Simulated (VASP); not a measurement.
A run of VASP 6.6.1 is set up as follows.

File INCAR:

```
PREC = Accurate
ENCUT = 520
EDIFF = 1E-6
ISMEAR = 0
SIGMA = 0.05
LREAL = F
LASPH = T
NELM = 60
ALGO = Normal
ISIF = 2
LWAVE = F
LCHARG = F
GGA = PE
IVDW = 12
NBANDS = 22
```

The input KPOINTS:

```
Automatic mesh
0
Gamma
  8 8 4
```

The input POSCAR:

```
F
1.0
    2.9038340869     -1.7379114687      0.3064501318
    2.9038340869      1.7379114687      0.3064501318
   -0.8184946674      0.0000000000      6.5454049332
F
4
Direct
    0.9138648456      0.5855481450      0.0939279973
    0.4144518550      0.0861351544      0.4060720027
    0.0861351544      0.4144518550      0.9060720027
    0.5855481450      0.9138648456      0.5939279973
```

Potentials or basis: VASP PAW PBE potentials, release 64 (F).

Command:

```sh
$ cat potpaw_PBE.64/F/POTCAR > POTCAR
$ mpirun -np 1 vasp_std > vasp.out
```

**Question.** Predict the dispersion energy per atom.

**Answer.** -0.028 eV.

**Question.** Predict the pressure.

**Answer.** 4.4 GPa.

**Question.** What does it give for the band gap on the k mesh?

**Answer.** 3.45 eV.

**Question.** What does it give for the largest force?

**Answer.** 2.092 eV/Å.

Forces on the atoms (eV/Å):
```
F   -0.237  0.919  1.864
F    0.237  0.919 -1.864
F    0.237 -0.919 -1.864
F   -0.237 -0.919  1.864
```

Caveat: the cell stands under pressure; forces of over 1 eV/Å act on the atoms, so gaps and moduli don't describe the material at rest. A k mesh can miss the band edges.
